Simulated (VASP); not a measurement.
# Li3Dy in VASP: further runs

Li3Dy is run at these levels: PBE; tasks: single point, relaxation of cell and atoms.

All numbers are computed with VASP 6.6.1; they aren't measurements. Logs are shortened: lines on timing, memory, paths and dates and some standing lists are left out, and cuts for length are marked.

### 1 The cell of the first run

The structure is tetragonal, space group P4/mmm (No. 123). Conventional cell: a = 3.612 Å, b = 3.612 Å, c = 4.926 Å, α = 90.00°, β = 90.00°, γ = 90.00°. Within 3.3 Å of Li (site symmetry 4/mmm) lie 6 Li at 2.46 to 2.55 Å. Within 3.3 Å of Li (site symmetry 4/mmm) lie 2 Dy at 2.46 Å and 4 Li at 2.55 Å. Within 3.3 Å of Li (site symmetry 4/mmm) lie 2 Li at 2.46 Å and 4 Dy at 2.55 Å. Dy (site symmetry 4/mmm) has 6 Li at 2.46 to 2.55 Å within 3.3 Å.

The cell was generated, and may not be a known phase.

### 2 Single point, PBE

INCAR reads:

```
ALGO     = Normal         # electronic algorithm
EDIFF    = 1E-6           # SCF threshold, eV
ENCUT    = 750            # plane-wave cutoff, eV
GGA      = PE             # functional
GGA_COMPAT= F            
ISIF     = 2              # what is computed and relaxed
ISMEAR   = 0              # smearing method
LASPH    = T              # aspherical terms in the spheres
LCHARG   = F              # write CHGCAR
LMAXMIX  = 6              # l up to which the mixer works
LREAL    = F              # projectors in reciprocal space
LWAVE    = F              # write WAVECAR
NBANDS   = 17             # bands
NELM     = 200            # most SCF steps
PREC     = Accurate       # precision mode
SIGMA    = 0.1            # smearing width, eV
```

KPOINTS reads:

```
k-points
0
Gamma
  6 6 4
```

POSCAR reads:

```
Li3Dy
1.0
    3.6124226500      0.0000000000      0.0000000000
    0.0000000000      3.6124226500      0.0000000000
    0.0000000000      0.0000000000      4.9258011400
Li Dy
3 1
Direct
    0.0000000000      0.0000000000      0.0000000000
    0.5000000000      0.5000000000      0.0000000000
    0.0000000000      0.0000000000      0.5000000000
    0.5000000000      0.5000000000      0.5000000000
```

Potentials or basis: VASP PAW PBE potentials, release 64 (Li_sv, Dy_3), 4f in core.

The run is started by

```console
$ cat potpaw_PBE.64/Li_sv/POTCAR potpaw_PBE.64/Dy_3/POTCAR > POTCAR
$ mpirun -np 1 vasp_std > vasp.out
```

OUTCAR:

```text
EDIFF = 1E-6
   ENCUT = 750
   GGA = PE
   ISIF = 2
   ISMEAR = 0
   LASPH = T
   LREAL = F
   NELM = 200
   PREC = Accurate

 ion  position               nearest neighbor table
   1  0.000  0.000  0.000-   3 2.46   3 2.46   2 2.55   2 2.55   2 2.55   2 2.55
   2  0.500  0.500  0.000-   4 2.46   4 2.46   1 2.55   1 2.55   1 2.55   1 2.55
   3  0.000  0.000  0.500-   1 2.46   1 2.46   4 2.55   4 2.55   4 2.55   4 2.55
   4  0.500  0.500  0.500-   2 2.46   2 2.46   3 2.55   3 2.55   3 2.55   3 2.55

  LATTYP: Found a simple tetragonal cell.
 ALAT       =     3.6124226500
 C/A-ratio  =     1.3635727647

  Lattice vectors:

 A1 = (   3.6124226500,   0.0000000000,   0.0000000000)
 A2 = (   0.0000000000,   3.6124226500,   0.0000000000)
 A3 = (   0.0000000000,   0.0000000000,   4.9258011400)

Analysis of symmetry for initial positions (statically):
=====================================================================
 Subroutine PRICEL returns:
 Original cell was already a primitive cell.

 Routine SETGRP: Setting up the symmetry group for a
 simple tetragonal supercell.

 Subroutine GETGRP returns: Found 16 space group operations
 (whereof 16 operations were pure point group operations)
 out of a pool of 16 trial point group operations.

The static configuration has the point symmetry D_4h.

Analysis of symmetry for dynamics (positions and initial velocities):
=====================================================================
 Subroutine PRICEL returns:
 Original cell was already a primitive cell.

 Routine SETGRP: Setting up the symmetry group for a
 simple tetragonal supercell.

 Subroutine GETGRP returns: Found 16 space group operations
 (whereof 16 operations were pure point group operations)
 out of a pool of 16 trial point group operations.

The dynamic configuration has the point symmetry D_4h.

 Subroutine INISYM returns: Found 16 space group operations
 (whereof 16 operations are pure point group operations),
 and found     1 'primitive' translations

----------------------------------------------------------------------------------------

                                     Primitive cell

  volume of cell :      64.2797

  direct lattice vectors                    reciprocal lattice vectors
     3.612422650  0.000000000  0.000000000     0.276822536  0.000000000  0.000000000
     0.000000000  3.612422650  0.000000000     0.000000000  0.276822536  0.000000000
     0.000000000  0.000000000  4.925801140     0.000000000  0.000000000  0.203012662

  length of vectors
     3.612422650  3.612422650  4.925801140     0.276822536  0.276822536  0.203012662

  position of ions in fractional coordinates (direct lattice)
     0.000000000  0.000000000  0.000000000
     0.500000000  0.500000000  0.000000000
     0.000000000  0.000000000  0.500000000
     0.500000000  0.500000000  0.500000000

  ion indices of the primitive-cell ions
   primitive index   ion index
                 1           1
                 2           2
                 3           3
                 4           4

----------------------------------------------------------------------------------------

 KPOINTS: k-points

Automatic generation of k-mesh.
 Grid dimensions read from file:
 generate k-points for:    6    6    4

 Generating k-lattice:

  Cartesian coordinates                     Fractional coordinates (reciprocal lattice)
     0.046137089  0.000000000  0.000000000     0.166666667  0.000000000  0.000000000
     0.000000000  0.046137089  0.000000000     0.000000000  0.166666667  0.000000000
     0.000000000  0.000000000  0.050753165     0.000000000  0.000000000  0.250000000

  Length of vectors
     0.046137089  0.046137089  0.050753165

  Shift w.r.t. Gamma in fractional coordinates (k-lattice)
     0.000000000  0.000000000  0.000000000

 Subroutine IBZKPT returns following result:
 ===========================================

 Found     30 irreducible k-points:

 Following reciprocal coordinates:
            Coordinates               Weight
  0.000000  0.000000  0.000000      1.000000
  0.166667  0.000000  0.000000      4.000000
  0.333333  0.000000  0.000000      4.000000
  0.500000  0.000000  0.000000      2.000000
  0.166667  0.166667  0.000000      4.000000
  0.333333  0.166667  0.000000      8.000000
[... 16 lines left out ...]
  0.333333  0.000000  0.500000      4.000000
  0.500000  0.000000  0.500000      2.000000
 [... further k-points ...]
   k-points           NKPTS =     30   k-points in BZ     NKDIM =     30   number of bands    NBANDS=     17
   number of dos      NEDOS =    301   number of ions     NIONS =      4
   total plane-waves  NPLWV =  49152
   dimension x,y,z NGX =    32 NGY =   32 NGZ =   48
   dimension x,y,z NGXF=    64 NGYF=   64 NGZF=   96
   ions per type =               3   1
   NGX,Y,Z   is equivalent  to a cutoff of  14.73, 14.73, 16.20 a.u.
   NGXF,Y,Z  is equivalent  to a cutoff of  29.45, 29.45, 32.40 a.u.
 SYSTEM =  unknown system
   PREC   = accura    normal or accurate (medium, high low for compatibility)
   ISTART =      0    job   : 0-new  1-cont  2-samecut
   ICHARG =      2    charge: 1-file 2-atom 10-const
   ISPIN  =      1    spin polarized calculation?
   LNONCOLLINEAR =      F non collinear calculations
   LSORBIT =      F    spin-orbit coupling
   LASPH  =      T    aspherical Exc in radial PAW
   ENCUT  =  750.0 eV  55.12 Ry    7.42 a.u.   8.07  8.07 11.00*2*pi/ulx,y,z
   NELM   =    200;   NELMIN=  2; NELMDL= -5     # of ELM steps
   EDIFF  = 0.1E-05   stopping-criterion for ELM
   LREAL  =      F    real-space projection
   EDIFFG = 0.1E-04   stopping-criterion for IOM
   NSW    =      0    number of steps for IOM
   IBRION =     -1    ionic relax: 0-MD 1-quasi-New 2-CG
   NFREE  =      0    steps in history (QN), initial steepest desc. (CG)
   ISIF   =      2    stress and relaxation
   ISYM   =      2    0-nonsym 1-usesym 2-fastsym
   POTIM  = 0.5000    time-step for ionic-motion
   TEBEG  =    0.0;   TEEND  =   0.0 temperature during run
   PSTRESS=    0.0 pullay stress
   NELECT =      18.0000    total number of electrons
   NUPDOWN=      -1.0000    fix difference up-down
   EMIN   =  10.00;   EMAX   =-10.00  energy-range for DOS
   EFERMI =   0.00;   METHOD = LEGACY
   ISMEAR =     0;   SIGMA  =   0.10  broadening in eV -4-tet -1-fermi 0-gaus
   EFERMI_NEDOS =   21; number of points for ismear=-14 and -15
   IALGO  =     38    algorithm
   IMIX   =      4    mixing-type and parameters
     AMIX     =   0.40;   BMIX     =  1.00
     AMIX_MAG =   1.60;   BMIX_MAG =  1.00
  volume/ion in A,a.u.               =      16.07       108.45
  Fermi-wavevector in a.u.,A,eV,Ry     =   1.071045  2.023981 15.607748  1.147137
  Thomas-Fermi vector in A             =   2.206773
   LORBIT       =      0    0 simple, 1 ext, 2 COOP (PROOUT), +10 PAW based schemes
   GGA     = PE    functional components
   LHFCALC =     F    Hartree Fock is set to
   AEXX    =    0.0000 exact exchange contribution
   IVDW    =     0    specifies the selected vdW correction
   LEPSILON=     F    determine dielectric tensor
   LRPA    =     F    only Hartree local field effects (RPA)
 non-spin polarized calculation
 Gauss-broadening in eV      SIGMA  =   0.10
  energy-cutoff  :      750.00
  volume of cell :       64.28
 maximum number of plane-waves:      3032
   NGX = 17   NGY = 17   NGZ = 21

 number of electron      17.9999989 magnetization

 Free energy of the ion-electron system (eV)
  ---------------------------------------------------
  ext. energy  EPLUGINS =         0.00000000
  ---------------------------------------------------
  free energy    TOTEN  =        -7.05925142 eV

  energy without entropy =       -7.03784384  energy(sigma->0) =       -7.04854763

 E-fermi :   3.0026     XC(G=0):  -9.2428

 val. band max:        2.9923617858   @ k =   0.5000   0.0000   0.2500
 cond. band min:       3.0162840827   @ k =   0.5000   0.1667   0.5000
 fundamental gap:      0.0239222969
 Fermi energy:         3.0026146928

 k-point     1 :       0.0000    0.0000    0.0000
  band No.  band energies     occupation
      1     -44.2210      2.00000
      2     -43.4393      2.00000
      3     -42.3654      2.00000
      4     -20.6782      2.00000
      5     -20.1870      2.00000
      6     -20.1870      2.00000
[... 9 lines left out ...]
     16       9.7302      0.00000
     17      11.1682      0.00000

 k-point     2 :       0.1667    0.0000    0.0000
  band No.  band energies     occupation
      1     -44.2207      2.00000
      2     -43.4401      2.00000
      3     -42.3654      2.00000
      4     -20.6694      2.00000
      5     -20.2630      2.00000
      6     -20.1779      2.00000
[... 9 lines left out ...]
     16       9.7647      0.00000
     17      10.4651      0.00000

 k-point     3 :       0.3333    0.0000    0.0000
  band No.  band energies     occupation
      1     -44.2199      2.00000
      2     -43.4416      2.00000
      3     -42.3655      2.00000
      4     -20.6518      2.00000
      5     -20.4111      2.00000
      6     -20.1596      2.00000
[... 9 lines left out ...]
     16       9.4540      0.00000
     17      10.1327      0.00000

 k-point     4 :       0.5000    0.0000    0.0000
  band No.  band energies     occupation
      1     -44.2195      2.00000
      2     -43.4423      2.00000
      3     -42.3655      2.00000
      4     -20.6429      2.00000
      5     -20.4834      2.00000
      6     -20.1504      2.00000
[... 9 lines left out ...]
     16       9.9423      0.00000
     17      10.1588      0.00000
[... 343 lines left out ...]
      1     -44.2241      2.00000
      2     -43.4393      2.00000
      3     -42.3663      2.00000
      4     -20.6453      2.00000
      5     -20.2619      2.00000
      6     -20.1769      2.00000
[... 9 lines left out ...]
     16      10.4201      0.00000
     17      10.8651      0.00000

 k-point    23 :       0.3333    0.0000    0.5000
  band No.  band energies     occupation
      1     -44.2233      2.00000
      2     -43.4408      2.00000
      3     -42.3663      2.00000
      4     -20.6276      2.00000
      5     -20.4098      2.00000
      6     -20.1587      2.00000
[... 9 lines left out ...]
     16      10.7309      0.00000
     17      10.8757      0.00000

 k-point    24 :       0.5000    0.0000    0.5000
  band No.  band energies     occupation
      1     -44.2229      2.00000
      2     -43.4416      2.00000
      3     -42.3663      2.00000
      4     -20.6186      2.00000
      5     -20.4819      2.00000
      6     -20.1495      2.00000
[... 9 lines left out ...]
     16      10.5046      0.00000
     17      11.1294      0.00000

 [... further k-points ...]

------------------------ aborting loop because EDIFF is reached ----------------------------------------

  FORCE on cell =-STRESS in cart. coord.  units (eV):
  Direction    XX          YY          ZZ          XY          YZ          ZX
  --------------------------------------------------------------------------------------
  -------------------------------------------------------------------------------------
  Total        4.7667475      4.7667475      8.0691635      0.0000000      0.0000000      0.0000000
  in kB      118.8115708    118.8115708    201.1245609      0.0000000      0.0000000      0.0000000
  external PRESSURE =     146.2492342 kB  Pullay stress =       0.0000000 kB

 VOLUME and BASIS-vectors are now :
 -----------------------------------------------------------------------------
  energy-cutoff  :      750.00
  volume of cell :       64.28
      direct lattice vectors                 reciprocal lattice vectors
     3.612422650  0.000000000  0.000000000     0.276822536  0.000000000  0.000000000
     0.000000000  3.612422650  0.000000000     0.000000000  0.276822536  0.000000000
     0.000000000  0.000000000  4.925801140     0.000000000  0.000000000  0.203012662

 POSITION                                       TOTAL-FORCE (eV/Angst)
 -----------------------------------------------------------------------------------
      0.00000      0.00000      0.00000         0.000000      0.000000      0.000000
      1.80621      1.80621      0.00000         0.000000      0.000000      0.000000
      0.00000      0.00000      2.46290         0.000000      0.000000      0.000000
      1.80621      1.80621      2.46290         0.000000      0.000000      0.000000
 -----------------------------------------------------------------------------------
    total drift:                                0.000000     -0.000000     -0.000000

  FREE ENERGIE OF THE ION-ELECTRON SYSTEM (eV)
  ---------------------------------------------------
  free  energy   TOTEN  =        -7.0592514180 eV

  energy  without entropy=       -7.0378438380  energy(sigma->0) =       -7.04854763
```

It took 38 s on 1 thread of Intel Xeon Platinum 8375C at 2.90GHz (Ice Lake), shared host; peak memory 0.24 GiB.

What came out:

- Free energy: -7.0593 eV
- Pressure: 14.6 GPa
- Band gap on the k mesh: zero (bands 9 and 10 overlap by 0.29 eV)

Caveat: the stress differs along the axes, from 12 to 20 GPa; spin-orbit coupling is left out, which moves the levels of the heavy elements; the 4f electrons are frozen in the core, so they carry no moment and show no levels. Spin polarisation is off, so any magnetic state and its effect on volume and gap are missing.

### 3 Single point, PBE

This run uses another cell than the first one, of 22.52 Å³/atom.

INCAR reads:

```
SYSTEM = Li3Dy
PREC = Accurate
ENCUT = 750
EDIFF = 1E-6
ISMEAR = 0
SIGMA = 0.1
LREAL = .False.
LASPH = .True.
NELM = 200
ALGO = Normal
ISIF = 2
LWAVE = .False.
LCHARG = .True.
GGA = PE
LELF = .True.
LVHAR = .True.
NBANDS = 17
GGA_COMPAT = .False.
LMAXMIX = 6
```

KPOINTS reads:

```
Automatic mesh
0
Gamma
  6 6 2
  0 0 0
```

POSCAR reads:

```
Li3Dy
1.0
    3.4152192881      0.0000000000      0.0000000000
    0.0000000000      3.4935441529      0.0000000000
    0.0000000000      0.0000000000      7.5507997839
Li Dy
3 1
Direct
    0.0000000000      0.0000000000      0.2114317350
    0.5000000000      0.5000000000      0.0000000000
    0.0000000000      0.0000000000      0.7885682650
    0.5000000000      0.5000000000      0.5000000000
```

Potentials or basis: VASP PAW PBE potentials, release 64 (Li_sv, Dy_3), 4f in core.

The run is started by

```console
$ cat potpaw_PBE.64/Li_sv/POTCAR potpaw_PBE.64/Dy_3/POTCAR > POTCAR
$ mpirun -np 1 vasp_std > vasp.out
```

Wall time 58 s (1 thread of Intel Xeon Platinum 8375C at 2.90GHz (Ice Lake), shared host); peak memory 0.3 GiB.

Results (log left out):

```yaml
Free_energy: -9.8608 eV
Pressure: 0.1 GPa
Largest_force: 0.022 eV/Å
Band_gap_on_the_k_mesh: zero (bands 9 and 10 overlap by 0.73 eV)
```

Forces on the atoms (eV/Å):
```
Li   0.000  0.000 -0.022
Li   0.000  0.000  0.000
Li   0.000  0.000  0.022
Dy   0.000  0.000  0.000
```

Stress tensor (GPa, compression positive):
```
 0.20  0.00  0.00
 0.00 -0.03  0.00
 0.00  0.00  0.20
```

Levels at points of the mesh, in eV from the Fermi level:
```csv
k point,band 5,band 6,band 7,band 8,band 9,band 10,band 11,band 12,band 13,band 14
"(0.00, 0.00, 0.00)",-23.59,-23.55,-4.42,-2.40,-1.36,-0.23,1.37,3.07,3.34,4.29
"(0.50, 0.00, 0.00)",-23.74,-23.55,-2.06,-0.94,-0.83,0.17,0.32,0.56,2.40,3.43
"(0.00, 0.50, 0.00)",-23.75,-23.51,-2.18,-1.05,-0.83,0.00,0.22,0.42,2.73,3.35
"(0.50, 0.50, 0.00)",-23.93,-23.70,-1.55,-0.09,0.01,0.45,0.47,1.38,3.18,3.84
"(0.00, 0.00, 0.50)",-23.59,-23.55,-4.22,-3.08,-0.63,-0.23,1.13,2.97,3.25,4.43
"(0.50, 0.00, 0.50)",-23.74,-23.55,-1.81,-1.37,-0.70,0.02,0.25,0.57,2.40,3.80
"(0.00, 0.50, 0.50)",-23.75,-23.51,-1.93,-1.42,-0.80,-0.13,0.20,0.41,2.73,3.95
"(0.50, 0.50, 0.50)",-23.93,-23.70,-1.55,-0.54,-0.48,1.38,1.98,2.05,2.34,2.43
```

Caveat: the k points lie up to 0.42 Å⁻¹ apart, too coarse for converged energies and pressures of a metal; spin-orbit coupling is left out, which moves the levels of the heavy elements; the 4f electrons are frozen in the core, so they carry no moment and show no levels.

(Part 1 of 2 ends here.)

The gap in the log of VASP goes by the Fermi energy; the results here count the filled bands.